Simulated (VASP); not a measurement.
Crystal: Nb.

```
CELL_PARAMETERS angstrom
-1.66395 1.66395 1.66395
1.66395 -1.66395 1.66395
1.66395 1.66395 -1.66395
ATOMIC_POSITIONS crystal
Nb 0.00000 0.00000 0.00000
```

| Item | Value |
| --- | --- |
| Program | VASP 6.6.1 |
| Task | relaxation of cell and atoms |
| Functional | PBEsol |
| Potentials or basis | VASP PAW PBE potentials, release 64 (Nb_sv) |
| Cutoff | 600 eV |
| k mesh | 7 × 7 × 7 |
| Occupations | methfessel-paxton, width 0.05 eV |
| Spin | no spin polarisation |

At the start: pressure -7.7 GPa; volume 18.43 Å³/atom.

Task: Where does the relaxation end?

Result: Over 3 steps the energy falls by 23.8 meV/atom and the volume is 17.53 Å³/atom (-4.9 %); space group Im-3m (No. 229, to 0.05 Å).

Step by step:
| step | energy change (eV) | largest force (eV/Å) | pressure (GPa) | volume (Å³) |
| --- | --- | --- | --- | --- |
| 1 | 0.0000 | 0.0000 | -7.75 | 18.43 |
| 2 | 0.0362 | 0.0000 | 14.80 | 16.15 |
| 3 | -0.0238 | 0.0000 | 0.05 | 17.53 |

Final structure:
```
CELL_PARAMETERS angstrom
-1.63637 1.63637 1.63637
1.63637 -1.63637 1.63637
1.63637 1.63637 -1.63637
ATOMIC_POSITIONS crystal
Nb 0.00000 0.00000 0.00000
```

Caveat: the k points lie up to 0.39 Å⁻¹ apart in the final cell; the PAW data sets were made with another functional, which shifts forces and pressure a little.
